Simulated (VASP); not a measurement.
Write the native input for VASP 6.6.1 that does the following.

* Task: single point
* Functional: LDA
* Potentials or basis: VASP PAW LDA potentials, release 64 (Al, Ru_pv)
* Cutoff: 520 eV
* k mesh: 10 × 10 × 10
* Occupations: gaussian, width 0.03 eV
* Spin: no spin polarisation
* Dipole correction: no
* Further INCAR settings: ALGO = Fast; EDIFF = 1e-07; NBANDS = 29

The structure of Al2Ru lies in POSCAR:

```
Al2Ru
1.0
    0.0000000000      3.9978879920      4.3951798128
    2.2855641586      0.0000000000      4.3951798128
    2.2855641586      3.9978879920      0.0000000000
Al Ru
4 2
Direct
    0.0788992938      0.4211007062      0.0788992938
    0.4211007062      0.0788992938      0.4211007062
    0.1711007062      0.8288992938      0.1711007062
    0.8288992938      0.1711007062      0.8288992938
    0.7500000000      0.7500000000      0.7500000000
    0.5000000000      0.5000000000      0.5000000000
```

These files were run (other wordings do the same):

INCAR

```
  ALGO = Fast
  EDIFF = 1E-7
  ENCUT = 520
  GGA = CA
  ISIF = 2
  ISMEAR = 0
  LASPH = T
  LCHARG = F
  LREAL = F
  LWAVE = F
  NBANDS = 29
  NELM = 60
  PREC = Accurate
  SIGMA = 0.03
```

KPOINTS

```
k-points
0
Gamma
  10 10 10
```

Potentials or basis: VASP PAW LDA potentials, release 64 (Al, Ru_pv).

The run is started by

```bash
$ cat potpaw_LDA.64/Al/POTCAR potpaw_LDA.64/Ru_pv/POTCAR > POTCAR
$ mpirun -np 1 vasp_std > vasp.out
```

Results of the run:

```yaml
Pressure: 0.7 GPa
Largest_force: 0.130 eV/Å
Band_gap_on_the_k_mesh: zero (bands 20 and 21 overlap by 0.10 eV)
```

Caveat: the stress differs along the axes, from -2 to 7 GPa.

Wall time 11 min on 1 thread of Intel Xeon 8259CL, with other jobs on the host, peak memory 0.44 GiB.
